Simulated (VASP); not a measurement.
Write the native input for VASP 6.6.1 that does the following.

| Item | Value |
| --- | --- |
| Task | single point |
| Functional | PBE |
| Potentials or basis | VASP PAW PBE potentials, release 64 (Lu) |
| Cutoff | 520 eV |
| k mesh | 6 × 6 × 6 |
| Occupations | gaussian, width 0.1 eV |
| Spin | no spin polarisation |
| Dipole correction | no |
| Further INCAR settings | ALGO = Normal; EDIFF = 1e-06; NBANDS = 18 |

The structure of Lu lies in POSCAR:

```
Lu
1.0
    3.3436320575     -0.0000000027      0.0000000000
   -1.6718160264      2.8956703040      0.0000000000
    0.0000000000      0.0000000000      3.2006333526
Lu
1
Direct
    0.0000000000      0.0000000000      0.5000000000
```

The cell was built from a structure type or drawn by symmetry, and may not be a known phase.

The input as run:

INCAR

```
SYSTEM = Lu
  PREC = Accurate
  ENCUT = 520
  EDIFF = 1E-6
  ISMEAR = 0
  SIGMA = 0.1
  LREAL = .FALSE.
  LASPH = .TRUE.
  NELM = 100
  ALGO = Normal
  ISIF = 2
  LWAVE = .FALSE.
  LCHARG = .FALSE.
  GGA = PE
  NBANDS = 18
```

KPOINTS

```
Automatic mesh
0
G
  6 6 6
  0 0 0
```

Potentials or basis: VASP PAW PBE potentials, release 64 (Lu).

The run is started by

```bash
$ cat potpaw_PBE.64/Lu/POTCAR > POTCAR
$ mpirun -np 1 vasp_std > vasp.out
```

It gave:

```json
{
 "Pressure": "-0.4 GPa",
 "Band gap on the k mesh": "zero (an odd number of electrons rules out a gap without spin polarisation)"
}
```

Caveat: the k points lie up to 0.36 Å⁻¹ apart, too coarse for converged energies and pressures of a metal; spin-orbit coupling is left out, which moves the levels of the heavy elements.

It took 22 s on 1 thread of Intel(R) Xeon(R) Platinum 8375C CPU @ 2.90GHz (Ice Lake), on a shared host, peak memory 0.16 GiB.
